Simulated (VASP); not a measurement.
# SiO2 (P4_12_12) in VASP: a series of runs, part 2 of 2

VASP 6.6.1.

## 3. Electric field gradients, r2SCAN

POSCAR

```
SiO2
1.0
    4.9640000000      0.0000000000      0.0000000000
    0.0000000000      4.9640000000      0.0000000000
    0.0000000000      0.0000000000      6.9200000000
Si O
4 8
Direct
    0.3059460568      0.3059460568      0.0000000000
    0.1940539432      0.8059460568      0.2500000000
    0.6940539432      0.6940539432      0.5000000000
    0.8059460568      0.1940539432      0.7500000000
    0.2365625172      0.1180083032      0.1858074220
    0.3819916968      0.7365625172      0.4358074220
    0.7634374828      0.8819916968      0.6858074220
    0.6180083032      0.2634374828      0.9358074220
    0.7365625172      0.3819916968      0.5641925780
    0.8819916968      0.7634374828      0.3141925780
    0.2634374828      0.6180083032      0.0641925780
    0.1180083032      0.2365625172      0.8141925780
```

INCAR.step1

```
PREC = Accurate
ENCUT = 520
ISMEAR = -1
SIGMA = 0.02
LREAL = F
LASPH = T
NELM = 100
NBANDS = 44
GGA = PE
ALGO = Normal
EDIFF = 1E-4
LWAVE = T
LCHARG = F
```

INCAR.step2

```
PREC = Accurate
ENCUT = 520
EDIFF = 1E-8
ISMEAR = -1
SIGMA = 0.02
LREAL = F
LASPH = T
NELM = 100
ALGO = Normal
ISIF = 2
LWAVE = F
LCHARG = F
METAGGA = R2SCAN
LMIXTAU = T
LEFG = T
NBANDS = 44
ISTART = 1
```

KPOINTS

```
Automatic mesh
0
Gamma
  5 5 4
```

Potentials or basis: VASP PAW PBE potentials, release 64 (Si, O).

On the command line:

```console
> cat potpaw_PBE.64/Si/POTCAR potpaw_PBE.64/O/POTCAR > POTCAR
> cp INCAR.step1 INCAR
> mpirun -np 1 vasp_std > vasp.out
> cp INCAR.step2 INCAR
> mpirun -np 1 vasp_std > vasp.out
```

OUTCAR:

```text
PREC = Accurate
   ENCUT = 520
   EDIFF = 1E-8
   ISMEAR = -1
   LREAL = F
   LASPH = T
   NELM = 100
   ISIF = 2
   METAGGA = R2SCAN
   ISTART = 1

 ion  position               nearest neighbor table
   1  0.306  0.306  0.000-   8 1.63  11 1.63   5 1.63  12 1.63   2 3.08   4 3.08   2 3.08   4 3.08

   2  0.194  0.806  0.250-   5 1.63  10 1.63   6 1.63  11 1.63   1 3.08   3 3.08   1 3.08   3 3.08

   3  0.694  0.694  0.500-   6 1.63   9 1.63   7 1.63  10 1.63   2 3.08   4 3.08   4 3.08   2 3.08

   4  0.806  0.194  0.750-   7 1.63  12 1.63   9 1.63   8 1.63   1 3.08   3 3.08   3 3.08   1 3.08

   5  0.237  0.118  0.186-   2 1.63   1 1.63
   6  0.382  0.737  0.436-   3 1.63   2 1.63
   7  0.763  0.882  0.686-   4 1.63   3 1.63
   8  0.618  0.263  0.936-   1 1.63   4 1.63
   9  0.737  0.382  0.564-   3 1.63   4 1.63
  10  0.882  0.763  0.314-   2 1.63   3 1.63
  11  0.263  0.618  0.064-   1 1.63   2 1.63
  12  0.118  0.237  0.814-   4 1.63   1 1.63

  LATTYP: Found a simple tetragonal cell.
 ALAT       =     4.9640000000
 C/A-ratio  =     1.3940370669

  Lattice vectors:

 A1 = (   4.9640000000,   0.0000000000,   0.0000000000)
 A2 = (   0.0000000000,   4.9640000000,   0.0000000000)
 A3 = (   0.0000000000,   0.0000000000,   6.9200000000)

Analysis of symmetry for initial positions (statically):
=====================================================================
 Subroutine PRICEL returns:
 Original cell was already a primitive cell.

 Routine SETGRP: Setting up the symmetry group for a
 simple tetragonal supercell.

 Subroutine GETGRP returns: Found  8 space group operations
 (whereof  2 operations were pure point group operations)
 out of a pool of 16 trial point group operations.

The static configuration has the point symmetry C_2 .
 The point group associated with its full space group is D_4 .
[... 1053 lines left out ...]
      1.17430      0.58579      1.28579         0.031888     -0.162390     -0.245368
      1.89621      3.65630      3.01579         0.162390      0.031888     -0.245368
      3.78970      4.37821      4.74579        -0.031888      0.162390     -0.245368
      3.06779      1.30770      6.47579        -0.162390     -0.031888     -0.245368
      3.65630      1.89621      3.90421         0.031888      0.162390      0.245368
      4.37821      3.78970      2.17421         0.162390     -0.031888      0.245368
      1.30770      3.06779      0.44421        -0.031888     -0.162390      0.245368
      0.58579      1.17430      5.63421        -0.162390      0.031888      0.245368
 -----------------------------------------------------------------------------------
    total drift:                                0.000000     -0.000000      0.000000

  FREE ENERGIE OF THE ION-ELECTRON SYSTEM (eV)
  ---------------------------------------------------
  free  energy   TOTEN  =      -119.1188657450 eV

  energy  without entropy=     -119.1188657450  energy(sigma->0) =     -119.11886575

 Electric field gradients (V/A^2)
---------------------------------------------------------------------
 ion       V_xx      V_yy      V_zz      V_xy      V_xz      V_yz
---------------------------------------------------------------------
   1       0.298     0.298    -0.596     0.437     2.662    -2.662
   2       0.298     0.298    -0.596    -0.437     2.662     2.662
   3       0.298     0.298    -0.596     0.437    -2.662     2.662
   4       0.298     0.298    -0.596    -0.437    -2.662    -2.662
   5     -48.588    43.762     4.826    19.796   -15.150   -56.271
   6      43.762   -48.588     4.826   -19.796    56.271   -15.150
   7     -48.588    43.762     4.826    19.796    15.150    56.271
   8      43.762   -48.588     4.826   -19.796   -56.271    15.150
   9     -48.588    43.762     4.826   -19.796    15.150   -56.271
  10      43.762   -48.588     4.826    19.796   -56.271   -15.150
  11     -48.588    43.762     4.826   -19.796   -15.150    56.271
  12      43.762   -48.588     4.826    19.796    56.271    15.150
---------------------------------------------------------------------

 Electric field gradients after diagonalization (V/A^2)
 (convention: |V_zz| > |V_xx| > |V_yy|)
----------------------------------------------------------------------
 ion       V_xx      V_yy      V_zz     asymmetry (V_yy - V_xx)/ V_zz
----------------------------------------------------------------------
   1       3.405     0.735    -4.140       0.645
   2       3.405     0.735    -4.140       0.645
   3       3.405     0.735    -4.140       0.645
   4       3.405     0.735    -4.140       0.645
   5     -53.159   -35.210    88.370       0.203
   6     -53.159   -35.210    88.370       0.203
   7     -53.159   -35.210    88.370       0.203
   8     -53.159   -35.210    88.370       0.203
   9     -53.159   -35.210    88.370       0.203
  10     -53.159   -35.210    88.370       0.203
  11     -53.159   -35.210    88.370       0.203
  12     -53.159   -35.210    88.370       0.203
----------------------------------------------------------------------

           NMR quadrupolar parameters

 Cq : quadrupolar parameter    Cq=e*Q*V_zz/h
 eta: asymmetry parameters     (V_yy - V_xx)/ V_zz
 Q  : nuclear electric quadrupole moment in mb (millibarn)
----------------------------------------------------------------------
 ion       Cq(MHz)       eta       Q (mb)
----------------------------------------------------------------------
   1      -0.010       0.645       1.000
   2      -0.010       0.645       1.000
   3      -0.010       0.645       1.000
   4      -0.010       0.645       1.000
   5       0.214       0.203       1.000
   6       0.214       0.203       1.000
   7       0.214       0.203       1.000
   8       0.214       0.203       1.000
   9       0.214       0.203       1.000
  10       0.214       0.203       1.000
  11       0.214       0.203       1.000
  12       0.214       0.203       1.000
----------------------------------------------------------------------
```

OSZICAR.step1:

```text
N       E                     dE             d eps       ncg     rms          rms(c)
DAV:   1     0.398653865554E+03    0.39865E+03   -0.33048E+04  1584   0.133E+03
DAV:   2    -0.770115096222E+02   -0.47567E+03   -0.46171E+03  2004   0.309E+02
DAV:   3    -0.107084256371E+03   -0.30073E+02   -0.29929E+02  1960   0.832E+01
DAV:   4    -0.107474630704E+03   -0.39037E+00   -0.38969E+00  1984   0.105E+01
DAV:   5    -0.107481516569E+03   -0.68859E-02   -0.68813E-02  1964   0.136E+00    0.287E+01
DAV:   6    -0.948253499494E+02    0.12656E+02   -0.48923E+01  1872   0.322E+01    0.136E+01
DAV:   7    -0.948669521396E+02   -0.41602E-01   -0.14414E+00  1888   0.505E+00    0.499E+00
DAV:   8    -0.948644971447E+02    0.24550E-02   -0.66168E-02  1932   0.163E+00    0.197E+00
DAV:   9    -0.948789238252E+02   -0.14427E-01   -0.37838E-02  1768   0.119E+00    0.361E-01
DAV:  10    -0.948811829394E+02   -0.22591E-02   -0.45493E-03  1820   0.317E-01    0.121E-01
DAV:  11    -0.948811334245E+02    0.49515E-04   -0.11359E-03  1920   0.175E-01    0.143E-02
DAV:  12    -0.948811444720E+02   -0.11047E-04   -0.28967E-05  1132   0.280E-02
   1 F= -.94881144E+02 E0= -.94881144E+02  d E =-.262441E-10
```

It took 16 min on 1 thread of Intel Xeon 8259CL, shared host; peak memory 0.36 GiB.

What came out:

- Free energy: -119.1189 eV
- Pressure: -3.3 GPa
- Largest force: 0.296 eV/Å
- Band gap on the k mesh: 6.27 eV
- Largest electric field gradient by atom: Si -4.1; O +88.4 V/Å²

Forces on the atoms (eV/Å):
```
Si   0.056  0.056  0.000
Si  -0.056  0.056  0.000
Si  -0.056 -0.056  0.000
Si   0.056 -0.056  0.000
O    0.032 -0.162 -0.245
O    0.162  0.032 -0.245
O   -0.032  0.162 -0.245
O   -0.162 -0.032 -0.245
O    0.032  0.162  0.245
O    0.162 -0.032  0.245
O   -0.032 -0.162  0.245
O   -0.162  0.032  0.245
```

Levels at points of the mesh, in eV from the valence-band top:
```
           k point  band 28  band 29  band 30  band 31  band 32  band 33  band 34  band 35  band 36  band 37
(0.00, 0.00, 0.00)    -1.27    -0.69    -0.36    -0.36     0.00     6.27     9.60     9.60    10.04    10.04
(0.00, 0.00, 0.50)    -0.90    -0.57    -0.57    -0.37    -0.37     7.59     7.59    10.17    10.17    10.56
```

Electric field gradients, principal values (V/Å²):
```
atom    least   middle  greatest (by size)
1 Si    0.735    3.405              -4.140
2 Si    0.735    3.405              -4.140
3 Si    0.735    3.405              -4.140
4 Si    0.735    3.405              -4.140
 5 O  -35.210  -53.159              88.370
 6 O  -35.210  -53.159              88.370
 7 O  -35.210  -53.159              88.370
 8 O  -35.210  -53.159              88.370
 9 O  -35.210  -53.159              88.370
10 O  -35.210  -53.159              88.370
11 O  -35.210  -53.159              88.370
12 O  -35.210  -53.159              88.370
```

Caveat: the cell stands under tension; without QUAD_EFG the Cq values of the log hold for a quadrupole moment of 1 mb, not for the nuclei; the PAW data sets were made with another functional, which shifts forces and pressure a little. A k mesh can miss the band edges.

## 4. Electric field gradients, r2SCAN

POSCAR

```
SiO2
1.0
    4.9640000000      0.0000000000      0.0000000000
    0.0000000000      4.9640000000      0.0000000000
    0.0000000000      0.0000000000      6.9200000000
Si O
4 8
Direct
    0.3059460563      0.3059460563      0.0000000000
    0.1940539437      0.8059460563      0.2500000000
    0.6940539437      0.6940539437      0.5000000000
    0.8059460563      0.1940539437      0.7500000000
    0.2365625215      0.1180083043      0.1858074241
    0.3819916957      0.7365625215      0.4358074241
    0.7634374785      0.8819916957      0.6858074241
    0.6180083043      0.2634374785      0.9358074241
    0.7365625215      0.3819916957      0.5641925759
    0.8819916957      0.7634374785      0.3141925759
    0.2634374785      0.6180083043      0.0641925759
    0.1180083043      0.2365625215      0.8141925759
```

INCAR.step1

```
SYSTEM = SiO2
PREC     = Accurate       ! precision mode
ENCUT    = 520            ! plane-wave cutoff, eV
ISMEAR   = -1             ! smearing method
SIGMA    = 0.02           ! smearing width, eV
LREAL    = .FALSE.        ! projectors in reciprocal space
LASPH    = .TRUE.         ! aspherical terms in the spheres
NELM     = 80             ! most SCF steps
NBANDS   = 44             ! bands
GGA      = PE             ! functional
ALGO     = Normal         ! electronic algorithm
EDIFF    = 1E-4           ! SCF threshold, eV
LWAVE    = .TRUE.         ! write WAVECAR
LCHARG   = .FALSE.        ! write CHGCAR
```

INCAR.step2

```
SYSTEM = SiO2
PREC     = Accurate       ! precision mode
ENCUT    = 520            ! plane-wave cutoff, eV
EDIFF    = 1E-8           ! SCF threshold, eV
ISMEAR   = -1             ! smearing method
SIGMA    = 0.02           ! smearing width, eV
LREAL    = .FALSE.        ! projectors in reciprocal space
LASPH    = .TRUE.         ! aspherical terms in the spheres
NELM     = 80             ! most SCF steps
ALGO     = Normal         ! electronic algorithm
ISIF     = 2              ! what is computed and relaxed
LWAVE    = .FALSE.        ! write WAVECAR
LCHARG   = .FALSE.        ! write CHGCAR
METAGGA  = R2SCAN         ! meta-GGA
LMIXTAU  = .TRUE.       
LEFG     = .TRUE.       
NBANDS   = 44             ! bands
ISTART   = 1
```

KPOINTS

```
regular mesh
0
G
  5 5 4
  0 0 0
```

Potentials or basis: VASP PAW PBE potentials, release 64 (Si, O).

On the command line:

```console
> cat potpaw_PBE.64/Si/POTCAR potpaw_PBE.64/O/POTCAR > POTCAR
> cp INCAR.step1 INCAR
> mpirun -np 1 vasp_std > vasp.out
> cp INCAR.step2 INCAR
> mpirun -np 1 vasp_std > vasp.out
```

OUTCAR:

```text
SYSTEM = SiO2
   PREC = Accurate
   ENCUT = 520
   EDIFF = 1E-8
   ISMEAR = -1
   LREAL = .FALSE.
   LASPH = .TRUE.
   NELM = 80
   ISIF = 2
   METAGGA = R2SCAN
   ISTART = 1

 ion  position               nearest neighbor table
   1  0.306  0.306  0.000-   8 1.63  11 1.63   5 1.63  12 1.63   2 3.08   4 3.08   2 3.08   4 3.08

   2  0.194  0.806  0.250-   5 1.63  10 1.63   6 1.63  11 1.63   1 3.08   3 3.08   1 3.08   3 3.08

   3  0.694  0.694  0.500-   6 1.63   9 1.63   7 1.63  10 1.63   2 3.08   4 3.08   4 3.08   2 3.08

   4  0.806  0.194  0.750-   7 1.63  12 1.63   9 1.63   8 1.63   1 3.08   3 3.08   3 3.08   1 3.08

   5  0.237  0.118  0.186-   2 1.63   1 1.63
   6  0.382  0.737  0.436-   3 1.63   2 1.63
   7  0.763  0.882  0.686-   4 1.63   3 1.63
   8  0.618  0.263  0.936-   1 1.63   4 1.63
   9  0.737  0.382  0.564-   3 1.63   4 1.63
  10  0.882  0.763  0.314-   2 1.63   3 1.63
  11  0.263  0.618  0.064-   1 1.63   2 1.63
  12  0.118  0.237  0.814-   4 1.63   1 1.63

  LATTYP: Found a simple tetragonal cell.
 ALAT       =     4.9640000000
 C/A-ratio  =     1.3940370669

  Lattice vectors:

 A1 = (   4.9640000000,   0.0000000000,   0.0000000000)
 A2 = (   0.0000000000,   4.9640000000,   0.0000000000)
 A3 = (   0.0000000000,   0.0000000000,   6.9200000000)

[... 1090 lines left out ...]
   3       0.298     0.298    -0.596     0.437    -2.662     2.662
   4       0.298     0.298    -0.596    -0.437    -2.662    -2.662
   5     -48.588    43.762     4.826    19.796   -15.150   -56.271
   6      43.762   -48.588     4.826   -19.796    56.271   -15.150
   7     -48.588    43.762     4.826    19.796    15.150    56.271
   8      43.762   -48.588     4.826   -19.796   -56.271    15.150
   9     -48.588    43.762     4.826   -19.796    15.150   -56.271
  10      43.762   -48.588     4.826    19.796   -56.271   -15.150
  11     -48.588    43.762     4.826   -19.796   -15.150    56.271
  12      43.762   -48.588     4.826    19.796    56.271    15.150
---------------------------------------------------------------------

 Electric field gradients after diagonalization (V/A^2)
 (convention: |V_zz| > |V_xx| > |V_yy|)
----------------------------------------------------------------------
 ion       V_xx      V_yy      V_zz     asymmetry (V_yy - V_xx)/ V_zz
----------------------------------------------------------------------
   1       3.405     0.735    -4.140       0.645
   2       3.405     0.735    -4.140       0.645
   3       3.405     0.735    -4.140       0.645
   4       3.405     0.735    -4.140       0.645
   5     -53.159   -35.210    88.370       0.203
   6     -53.159   -35.210    88.370       0.203
   7     -53.159   -35.210    88.370       0.203
   8     -53.159   -35.210    88.370       0.203
   9     -53.159   -35.210    88.370       0.203
  10     -53.159   -35.210    88.370       0.203
  11     -53.159   -35.210    88.370       0.203
  12     -53.159   -35.210    88.370       0.203
----------------------------------------------------------------------

           NMR quadrupolar parameters

 Cq : quadrupolar parameter    Cq=e*Q*V_zz/h
 eta: asymmetry parameters     (V_yy - V_xx)/ V_zz
 Q  : nuclear electric quadrupole moment in mb (millibarn)
----------------------------------------------------------------------
 ion       Cq(MHz)       eta       Q (mb)
----------------------------------------------------------------------
   1      -0.010       0.645       1.000
   2      -0.010       0.645       1.000
   3      -0.010       0.645       1.000
   4      -0.010       0.645       1.000
   5       0.214       0.203       1.000
   6       0.214       0.203       1.000
   7       0.214       0.203       1.000
   8       0.214       0.203       1.000
   9       0.214       0.203       1.000
  10       0.214       0.203       1.000
  11       0.214       0.203       1.000
  12       0.214       0.203       1.000
----------------------------------------------------------------------
```

OUTCAR.step1:

```text
SYSTEM = SiO2
   PREC = Accurate
   ENCUT = 520
   ISMEAR = -1
   LREAL = .FALSE.
   LASPH = .TRUE.
   NELM = 80
[... 1103 lines left out ...]
      4.37821      3.78970      2.17421         0.008923      0.004863     -0.000604
      1.30770      3.06779      0.44421         0.004863     -0.008923     -0.000604
      0.58579      1.17430      5.63421        -0.008923     -0.004863     -0.000604
 -----------------------------------------------------------------------------------
    total drift:                                0.000000     -0.000000     -0.000000

  FREE ENERGIE OF THE ION-ELECTRON SYSTEM (eV)
  ---------------------------------------------------
  free  energy   TOTEN  =       -94.8811444704 eV

  energy  without entropy=      -94.8811444704  energy(sigma->0) =      -94.88114447
```

Wall time 12 min (1 thread of AMD EPYC 7R43 (Zen 3), shared host); peak memory 0.32 GiB.

What came out:

```yaml
Free_energy: -119.1189 eV
Pressure: -3.3 GPa
Largest_force: 0.296 eV/Å
Band_gap_on_the_k_mesh: 6.27 eV
Largest_electric_field_gradient_by_atom: Si -4.1; O +88.4 V/Å²
```

Forces on the atoms (eV/Å):
```
Si   0.056  0.056  0.000
Si  -0.056  0.056  0.000
Si  -0.056 -0.056  0.000
Si   0.056 -0.056  0.000
O    0.032 -0.162 -0.245
O    0.162  0.032 -0.245
O   -0.032  0.162 -0.245
O   -0.162 -0.032 -0.245
O    0.032  0.162  0.245
O    0.162 -0.032  0.245
O   -0.032 -0.162  0.245
O   -0.162  0.032  0.245
```

Levels at points of the mesh, in eV from the valence-band top:
| k point | band 28 | band 29 | band 30 | band 31 | band 32 | band 33 | band 34 | band 35 | band 36 | band 37 |
| --- | --- | --- | --- | --- | --- | --- | --- | --- | --- | --- |
| (0.00, 0.00, 0.00) | -1.27 | -0.69 | -0.36 | -0.36 | 0.00 | 6.27 | 9.60 | 9.60 | 10.04 | 10.04 |
| (0.00, 0.00, 0.50) | -0.90 | -0.57 | -0.57 | -0.37 | -0.37 | 7.59 | 7.59 | 10.17 | 10.17 | 10.56 |

Electric field gradients, principal values (V/Å²):
```
atom    least   middle  greatest (by size)
1 Si    0.735    3.405              -4.140
2 Si    0.735    3.405              -4.140
3 Si    0.735    3.405              -4.140
4 Si    0.735    3.405              -4.140
 5 O  -35.210  -53.159              88.370
 6 O  -35.210  -53.159              88.370
 7 O  -35.210  -53.159              88.370
 8 O  -35.210  -53.159              88.370
 9 O  -35.210  -53.159              88.370
10 O  -35.210  -53.159              88.370
11 O  -35.210  -53.159              88.370
12 O  -35.210  -53.159              88.370
```

Caveat: the cell stands under tension; without QUAD_EFG the Cq values of the log hold for a quadrupole moment of 1 mb, not for the nuclei; the PAW data sets were made with another functional, which shifts forces and pressure a little. A k mesh can miss the band edges.
